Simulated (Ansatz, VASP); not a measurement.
**One calculation of YN, two programs**

```
CELL_PARAMETERS angstrom
0.00000 2.45376 2.45376
2.45376 0.00000 2.45376
2.45376 2.45376 0.00000
ATOMIC_POSITIONS crystal
Y 0.00000 0.00000 0.00000
N 0.50000 0.50000 0.50000
```

Alike in both runs: functional PBE; k mesh 6 × 6 × 6; no spin polarisation.

Ansatz relaxed the structure, and its values are those at the end. VASP's run is a single point on that final structure, the one shown.

|  | VASP | Ansatz |
| --- | --- | --- |
| version | VASP 6.6.1 | Ansatz 0.2.0 |
| potentials or method | VASP PAW PBE potentials, release 64 (Y_sv, N) | plane waves, PAW |
| plane-wave cutoff (eV) | 600 | 420 |
| occupations | gaussian, width 0.01 eV | fixed |
| valence electrons in the cell | 16 | 16 |

VASP gave:

```
pressure (GPa) : -0.2
```

Problem. Estimate Ansatz's values.

Solution. Pressure (GPa): 0.0.
